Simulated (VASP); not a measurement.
Write the native input for VASP 6.6.1 that does the following.

```yaml
Task: single point
Functional: PBE
Potentials_or_basis: VASP PAW PBE potentials, release 64 (Ta_pv, Mn_pv, N)
Cutoff: 520 eV
k_mesh: 6 × 6 × 14
Occupations: gaussian, width 0.1 eV
Spin: no spin polarisation
Dipole_correction: no
Further_INCAR_settings: ALGO = Normal; EDIFF = 1e-07; NBANDS = 35
```

The structure of TaMn2N3 lies in POSCAR:

```
TaMn2N3
1.0
    5.7833582529      0.0000000000      0.0000000000
   -2.8916791265      5.0085351662      0.0000000000
    0.0000000000      0.0000000000      2.6931629255
Ta Mn N
1 2 3
Direct
    0.0000000000      0.0000000000      0.5000000000
    0.3333333333      0.6666666667      0.5000000000
    0.6666666667      0.3333333333      0.5000000000
    0.5000000000      0.0000000000      0.5000000000
    0.0000000000      0.5000000000      0.5000000000
    0.5000000000      0.5000000000      0.5000000000
```

The input as run:

INCAR

```
SYSTEM = TaMn2N3
PREC = Accurate
ENCUT = 520
EDIFF = 1E-7
ISMEAR = 0
SIGMA = 0.1
LREAL = .FALSE.
LASPH = .TRUE.
NELM = 100
ALGO = Normal
ISIF = 2
LWAVE = .FALSE.
LCHARG = .FALSE.
GGA = PE
NBANDS = 35
```

KPOINTS

```
regular mesh
0
G
  6 6 14
  0 0 0
```

Potentials or basis: VASP PAW PBE potentials, release 64 (Ta_pv, Mn_pv, N).

Launch:

```console
$ cat potpaw_PBE.64/Ta_pv/POTCAR potpaw_PBE.64/Mn_pv/POTCAR potpaw_PBE.64/N/POTCAR > POTCAR
$ mpirun -np 1 vasp_std > vasp.out
```

Results of the run:

```yaml
Pressure: 0.3 GPa
Band_gap_on_the_k_mesh: zero (band 26 reaches 6.52 eV, above the bottom of band 27 at 4.41 eV)
```

Caveat: spin-orbit coupling is left out, which moves the levels of the heavy elements; the run has no spin polarisation, though such a crystal can be magnetic.

It took 3.8 min on 1 thread of Oxide Virtual Turin-like Processor, on a shared host, peak memory 0.26 GiB.
